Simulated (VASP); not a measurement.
# GaSb (I-4m2) in VASP: single point with PBE

Aim: the single point of GaSb with PBE.

All numbers are computed with VASP 6.6.1; they aren't measurements. Logs are shortened: lines on timing, memory, paths and dates and some standing lists are left out, and cuts for length are marked.

## (1) The cell of the first run

It takes space group I-4m2 (No. 119, tetragonal). Conventional cell: a = 4.336 Å, b = 4.336 Å, c = 6.499 Å, α = 90.00°, β = 90.00°, γ = 90.00°. Within 3.6 Å of Ga (site symmetry -4m2) lie 4 Sb at 2.71 Å. Within 3.6 Å of Sb (site symmetry -4m2) lie 4 Ga at 2.71 Å.

## (2) Single point, PBE (uniaxial z strain +6.0%)

Input file INCAR:

```
  PREC = Accurate
  ENCUT = 520
  EDIFF = 1E-6
  ISMEAR = -1
  SIGMA = 0.02
  LREAL = F
  LASPH = T
  NELM = 100
  ALGO = Normal
  ISIF = 2
  LWAVE = F
  LCHARG = F
  GGA = PE
  NBANDS = 16
```

Input file KPOINTS:

```
regular mesh
0
Gamma
  8 8 8
```

Input file POSCAR:

```
GaSb
1.0
    0.0000000000      3.0658788003      3.2495249404
    3.0658788003      0.0000000000      3.2495249404
    3.0658788003      3.0658788003      0.0000000000
Ga Sb
1 1
Direct
    0.0000000000      0.0000000000      0.0000000000
    0.2500000000      0.2500000000      0.2500000000
```

Potentials or basis: VASP PAW PBE potentials, release 64 (Ga_d, Sb).

Started as:

```sh
> cat potpaw_PBE.64/Ga_d/POTCAR potpaw_PBE.64/Sb/POTCAR > POTCAR
> mpirun -np 1 vasp_std > vasp.out
```

OUTCAR:

```text
PREC = Accurate
   ENCUT = 520
   EDIFF = 1E-6
   ISMEAR = -1
   LREAL = F
   LASPH = T
   NELM = 100
   ISIF = 2
   GGA = PE

 ion  position               nearest neighbor table
   1  0.000  0.000  0.000-   2 2.71   2 2.71   2 2.71   2 2.71
   2  0.250  0.250  0.250-   1 2.71   1 2.71   1 2.71   1 2.71

  LATTYP: Found a body centered tetragonal cell.
 ALAT       =     4.3358073800
 C/A-ratio  =     1.4989249547

  Lattice vectors:

 A1 = (  -3.0658788003,   0.0000000000,   3.2495249404)
 A2 = (   3.0658788003,   0.0000000000,   3.2495249404)
 A3 = (   0.0000000000,   3.0658788003,  -3.2495249404)

Analysis of symmetry for initial positions (statically):
=====================================================================
 Subroutine PRICEL returns:
 Original cell was already a primitive cell.

 Routine SETGRP: Setting up the symmetry group for a
 body centered tetragonal supercell.

 Subroutine GETGRP returns: Found  8 space group operations
 (whereof  8 operations were pure point group operations)
 out of a pool of 16 trial point group operations.

The static configuration has the point symmetry D_2d.

Analysis of symmetry for dynamics (positions and initial velocities):
=====================================================================
 Subroutine PRICEL returns:
 Original cell was already a primitive cell.

 Routine SETGRP: Setting up the symmetry group for a
 body centered tetragonal supercell.

 Subroutine GETGRP returns: Found  8 space group operations
 (whereof  8 operations were pure point group operations)
 out of a pool of 16 trial point group operations.

The dynamic configuration has the point symmetry D_2d.

 Subroutine INISYM returns: Found  8 space group operations
 (whereof  8 operations are pure point group operations),
 and found     1 'primitive' translations

----------------------------------------------------------------------------------------

                                     Primitive cell

  volume of cell :      61.0886

  direct lattice vectors                    reciprocal lattice vectors
     0.000000000  3.065878800  3.249524940    -0.163085377  0.163085377  0.153868645
     3.065878800  0.000000000  3.249524940     0.163085377 -0.163085377  0.153868645
     3.065878800  3.065878800  0.000000000     0.163085377  0.163085377 -0.153868645

  length of vectors
     4.467552479  4.467552479  4.335807380     0.277253026  0.277253026  0.277253026

  position of ions in fractional coordinates (direct lattice)
     0.000000000  0.000000000  0.000000000
     0.250000000  0.250000000  0.250000000

  ion indices of the primitive-cell ions
   primitive index   ion index
                 1           1
                 2           2

----------------------------------------------------------------------------------------

 KPOINTS: regular mesh

Automatic generation of k-mesh.
 Grid dimensions read from file:
 generate k-points for:    8    8    8

 Generating k-lattice:

  Cartesian coordinates                     Fractional coordinates (reciprocal lattice)
    -0.020385672  0.020385672  0.019233581     0.125000000  0.000000000  0.000000000
     0.020385672 -0.020385672  0.019233581     0.000000000  0.125000000  0.000000000
     0.020385672  0.020385672 -0.019233581     0.000000000  0.000000000  0.125000000

  Length of vectors
     0.034656628  0.034656628  0.034656628

  Shift w.r.t. Gamma in fractional coordinates (k-lattice)
     0.000000000  0.000000000  0.000000000

 Subroutine IBZKPT returns following result:
 ===========================================

 Found     59 irreducible k-points:

 Following reciprocal coordinates:
            Coordinates               Weight
  0.000000  0.000000  0.000000      1.000000
  0.125000 -0.000000  0.000000      8.000000
  0.250000 -0.000000  0.000000      8.000000
  0.375000 -0.000000  0.000000      8.000000
  0.500000 -0.000000  0.000000      4.000000
  0.125000  0.125000  0.000000      2.000000
[... 16 lines left out ...]
  0.250000 -0.000000  0.125000     16.000000
  0.375000 -0.000000  0.125000     16.000000
 [... further k-points ...]
   k-points           NKPTS =     59   k-points in BZ     NKDIM =     59   number of bands    NBANDS=     16
   number of dos      NEDOS =    301   number of ions     NIONS =      2
   total plane-waves  NPLWV =  41472
   dimension x,y,z NGX =    36 NGY =   36 NGZ =   32
   dimension x,y,z NGXF=    72 NGYF=   72 NGZF=   64
   ions per type =               1   1
   NGX,Y,Z   is equivalent  to a cutoff of  13.40, 13.40, 12.27 a.u.
   NGXF,Y,Z  is equivalent  to a cutoff of  26.79, 26.79, 24.54 a.u.
 SYSTEM =  unknown system
   PREC   = accura    normal or accurate (medium, high low for compatibility)
   ISTART =      0    job   : 0-new  1-cont  2-samecut
   ICHARG =      2    charge: 1-file 2-atom 10-const
   ISPIN  =      1    spin polarized calculation?
   LNONCOLLINEAR =      F non collinear calculations
   LSORBIT =      F    spin-orbit coupling
   LASPH  =      T    aspherical Exc in radial PAW
   ENCUT  =  520.0 eV  38.22 Ry    6.18 a.u.   8.31  8.31  8.06*2*pi/ulx,y,z
   NELM   =    100;   NELMIN=  2; NELMDL= -5     # of ELM steps
   EDIFF  = 0.1E-05   stopping-criterion for ELM
   LREAL  =      F    real-space projection
   EDIFFG = 0.1E-04   stopping-criterion for IOM
   NSW    =      0    number of steps for IOM
   IBRION =     -1    ionic relax: 0-MD 1-quasi-New 2-CG
   NFREE  =      0    steps in history (QN), initial steepest desc. (CG)
   ISIF   =      2    stress and relaxation
   ISYM   =      2    0-nonsym 1-usesym 2-fastsym
   POTIM  = 0.5000    time-step for ionic-motion
   TEBEG  =    0.0;   TEEND  =   0.0 temperature during run
   PSTRESS=    0.0 pullay stress
   NELECT =      18.0000    total number of electrons
   NUPDOWN=      -1.0000    fix difference up-down
   EMIN   =  10.00;   EMAX   =-10.00  energy-range for DOS
   EFERMI =   0.00;   METHOD = LEGACY
   ISMEAR =    -1;   SIGMA  =   0.02  broadening in eV -4-tet -1-fermi 0-gaus
   EFERMI_NEDOS =   21; number of points for ismear=-14 and -15
   IALGO  =     38    algorithm
   IMIX   =      4    mixing-type and parameters
     AMIX     =   0.40;   BMIX     =  1.00
     AMIX_MAG =   1.60;   BMIX_MAG =  1.00
  volume/ion in A,a.u.               =      30.54       206.12
  Fermi-wavevector in a.u.,A,eV,Ry     =   1.089379  2.058628 16.146672  1.186747
  Thomas-Fermi vector in A             =   2.225581
   LORBIT       =      0    0 simple, 1 ext, 2 COOP (PROOUT), +10 PAW based schemes
   GGA     = PE    functional components
   LHFCALC =     F    Hartree Fock is set to
   AEXX    =    0.0000 exact exchange contribution
   IVDW    =     0    specifies the selected vdW correction
   LEPSILON=     F    determine dielectric tensor
   LRPA    =     F    only Hartree local field effects (RPA)
 non-spin polarized calculation
  energy-cutoff  :      520.00
  volume of cell :       61.09
 maximum number of plane-waves:      1666
 NGX is ok and might be reduce to    36
   NGX = 17   NGY = 17   NGZ = 17

 number of electron      17.9999999 magnetization

 Free energy of the ion-electron system (eV)
  ---------------------------------------------------
  ext. energy  EPLUGINS =         0.00000000
  ---------------------------------------------------
  free energy    TOTEN  =        -7.34550546 eV

  energy without entropy =       -7.34539184  energy(sigma->0) =       -7.34544865

 E-fermi :   4.3451     XC(G=0):  -8.8109

 val. band max:        4.1388236479   @ k =   0.1250  -0.0000   0.0000
 cond. band min:       4.3454406015   @ k =   0.0000   0.0000   0.0000
 fundamental gap:      0.2066169536
 Fermi energy:         4.3450960870

 k-point     1 :       0.0000    0.0000    0.0000
  band No.  band energies     occupation
      1     -10.6957      2.00000
      2     -10.6873      2.00000
      3     -10.6873      2.00000
      4     -10.6541      2.00000
      5     -10.6463      2.00000
      6      -6.8065      2.00000
[... 8 lines left out ...]
     15      12.1796      0.00000
     16      12.9707      0.00000

 k-point     2 :       0.1250   -0.0000    0.0000
  band No.  band energies     occupation
      1     -10.6960      2.00000
      2     -10.6886      2.00000
      3     -10.6859      2.00000
      4     -10.6544      2.00000
      5     -10.6462      2.00000
      6      -6.6591      2.00000
[... 8 lines left out ...]
     15      11.6054      0.00000
     16      12.3043      0.00000

 k-point     3 :       0.2500   -0.0000    0.0000
  band No.  band energies     occupation
      1     -10.7011      2.00000
      2     -10.6876      2.00000
      3     -10.6829      2.00000
      4     -10.6548      2.00000
      5     -10.6459      2.00000
      6      -6.2418      2.00000
[... 8 lines left out ...]
     15      11.8007      0.00000
     16      11.9017      0.00000

 k-point     4 :       0.3750   -0.0000    0.0000
  band No.  band energies     occupation
      1     -10.7079      2.00000
      2     -10.6852      2.00000
      3     -10.6802      2.00000
      4     -10.6548      2.00000
      5     -10.6451      2.00000
      6      -5.6723      2.00000
[... 8 lines left out ...]
     15      12.5753      0.00000
     16      12.8261      0.00000

 k-point     5 :       0.5000   -0.0000    0.0000
  band No.  band energies     occupation
      1     -10.7108      2.00000
      2     -10.6842      2.00000
      3     -10.6793      2.00000
      4     -10.6547      2.00000
      5     -10.6447      2.00000
      6      -5.3419      2.00000
[... 8 lines left out ...]
     15      13.7011      0.00000
     16      13.7171      0.00000

 k-point     6 :       0.1250    0.1250    0.0000
  band No.  band energies     occupation
      1     -10.7007      2.00000
      2     -10.6846      2.00000
      3     -10.6846      2.00000
      4     -10.6538      2.00000
      5     -10.6469      2.00000
      6      -6.6214      2.00000
[... 8 lines left out ...]
     15      10.9108      0.00000
     16      13.3460      0.00000

 k-point     7 :       0.2500    0.1250    0.0000
  band No.  band energies     occupation
      1     -10.7054      2.00000
      2     -10.6831      2.00000
      3     -10.6815      2.00000
      4     -10.6537      2.00000
      5     -10.6473      2.00000
      6      -6.3013      2.00000
[... 8 lines left out ...]
     15      12.0603      0.00000
     16      12.9383      0.00000

 k-point     8 :       0.3750    0.1250    0.0000
  band No.  band energies     occupation
      1     -10.7100      2.00000
      2     -10.6825      2.00000
      3     -10.6787      2.00000
      4     -10.6538      2.00000
      5     -10.6470      2.00000
      6      -5.7693      2.00000
[... 8 lines left out ...]
     15      12.4427      0.00000
     16      13.2436      0.00000

 k-point     9 :       0.5000    0.1250    0.0000
  band No.  band energies     occupation
      1     -10.7127      2.00000
      2     -10.6824      2.00000
      3     -10.6776      2.00000
      4     -10.6544      2.00000
      5     -10.6459      2.00000
      6      -5.2876      2.00000
[... 8 lines left out ...]
     15      13.4032      0.00000
     16      13.7957      0.00000
[... 172 lines left out ...]
 k-point    19 :       0.5000    0.3750    0.0000
  band No.  band energies     occupation
      1     -10.7239      2.00000
      2     -10.6715      2.00000
      3     -10.6703      2.00000
      4     -10.6523      2.00000
      5     -10.6516      2.00000
      6      -4.8754      2.00000
[... 8 lines left out ...]
     15      14.3220      0.00000
     16      14.5926      0.00000

 k-point    20 :      -0.3750    0.3750    0.0000
  band No.  band energies     occupation
      1     -10.7211      2.00000
      2     -10.6749      2.00000
      3     -10.6715      2.00000
      4     -10.6537      2.00000
      5     -10.6497      2.00000
      6      -4.7318      2.00000
[... 8 lines left out ...]
     15      13.0566      0.00000
     16      15.4902      0.00000

 k-point    21 :       0.5000    0.5000    0.0000
  band No.  band energies     occupation
      1     -10.7264      2.00000
      2     -10.6690      2.00000
      3     -10.6690      2.00000
      4     -10.6528      2.00000
      5     -10.6517      2.00000
      6      -4.7319      2.00000
[... 8 lines left out ...]
     15      14.3746      0.00000
     16      15.3306      0.00000

 k-point    22 :       0.1250    0.0000    0.1250
  band No.  band energies     occupation
      1     -10.6932      2.00000
      2     -10.6925      2.00000
      3     -10.6849      2.00000
      4     -10.6550      2.00000
      5     -10.6459      2.00000
      6      -6.6033      2.00000
[... 8 lines left out ...]
     15      11.2863      0.00000
     16      12.5437      0.00000

 k-point    23 :       0.2500   -0.0000    0.1250
  band No.  band energies     occupation
      1     -10.7004      2.00000
      2     -10.6883      2.00000
      3     -10.6823      2.00000
      4     -10.6560      2.00000
      5     -10.6455      2.00000
      6      -6.2670      2.00000
[... 8 lines left out ...]
     15      12.1128      0.00000
     16      12.5847      0.00000

 k-point    24 :       0.3750   -0.0000    0.1250
  band No.  band energies     occupation
      1     -10.7078      2.00000
      2     -10.6845      2.00000
      3     -10.6798      2.00000
      4     -10.6563      2.00000
      5     -10.6449      2.00000
      6      -5.7276      2.00000
[... 8 lines left out ...]
     15      12.5450      0.00000
     16      13.4108      0.00000

 [... further k-points ...]
[... 5 lines left out ...]
  --------------------------------------------------------------------------------------
  -------------------------------------------------------------------------------------
  Total        0.0615718      0.0615718     -0.9485986      0.0000000      0.0000000      0.0000000
  in kB        1.6148518      1.6148518    -24.8790164      0.0000000      0.0000000      0.0000000
  external PRESSURE =      -7.2164376 kB  Pullay stress =       0.0000000 kB

 VOLUME and BASIS-vectors are now :
 -----------------------------------------------------------------------------
  energy-cutoff  :      520.00
  volume of cell :       61.09
      direct lattice vectors                 reciprocal lattice vectors
     0.000000000  3.065878800  3.249524940    -0.163085377  0.163085377  0.153868645
     3.065878800  0.000000000  3.249524940     0.163085377 -0.163085377  0.153868645
     3.065878800  3.065878800  0.000000000     0.163085377  0.163085377 -0.153868645

 POSITION                                       TOTAL-FORCE (eV/Angst)
 -----------------------------------------------------------------------------------
      0.00000      0.00000      0.00000        -0.000000     -0.000000     -0.000000
      1.53294      1.53294      1.62476         0.000000      0.000000      0.000000
 -----------------------------------------------------------------------------------
    total drift:                                0.000006      0.000006      0.000000

  FREE ENERGIE OF THE ION-ELECTRON SYSTEM (eV)
  ---------------------------------------------------
  free  energy   TOTEN  =        -7.3455054592 eV

  energy  without entropy=       -7.3453918415  energy(sigma->0) =       -7.34544865
```

Wall time 41 s (1 thread of Intel Xeon Platinum 8259CL at 2.50GHz (Skylake/Cascade Lake), shared host); peak memory 0.22 GiB.

Results:

```
Free energy            : -7.3455 eV
Pressure               : -0.7 GPa
Band gap on the k mesh : zero (filled and empty bands touch)
```

Caveat: the cell differs from its parent crystal (uniaxial z strain +6.0%); spin-orbit coupling is left out, which moves the levels of the heavy elements.
